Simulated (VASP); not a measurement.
# MgO: single point with PBEsol

Crystal: MgO.

```
Mg O
1.0
     3.55300    0.00000    0.00000
    -1.77650    3.07699    0.00000
     0.00000    0.00000    4.33450
Mg O
2 2
Direct
  0.66667 0.33333 0.75000
  0.33333 0.66667 0.25000
  0.66667 0.33333 0.25000
  0.33333 0.66667 0.75000
```

| Item | Value |
| --- | --- |
| Program | VASP 6.6.1 |
| Task | single point |
| Functional | PBEsol |
| Potentials or basis | VASP PAW PBE potentials, release 64 (Mg, O) |
| Cutoff | 520 eV |
| k mesh | 9 × 9 × 6 |
| Occupations | gaussian, width 0.05 eV |
| Spin | no spin polarisation |
| Dipole correction | no |
| Further INCAR settings | ALGO = Normal; EDIFF = 1e-07; NBANDS = 16 |

```
Pressure               : -8.0 GPa
Band gap on the k mesh : 2.92 eV, direct
```

Stress tensor (GPa, compression positive):
```
-7.21  0.00  0.00
 0.00 -7.21  0.00
 0.00  0.00 -9.58
```

Levels at points of the mesh, in eV from the valence-band top:
```tsv
k point	band 5	band 6	band 7	band 8	band 9	band 10	band 11	band 12
(0.00, 0.00, 0.00)	-1.61	-0.77	-0.77	0.00	2.92	8.71	11.34	12.01
(0.00, 0.00, 0.50)	-1.20	-1.20	-1.20	-1.20	5.91	5.91	12.37	12.37
```

It took 48 s on 1 thread of Intel Xeon 8259CL (shared host), peak memory 0.18 GiB.

Caveat: the PAW data sets were made with another functional, which shifts forces and pressure a little. As with any semilocal functional, this PBEsol gap is likely too small.
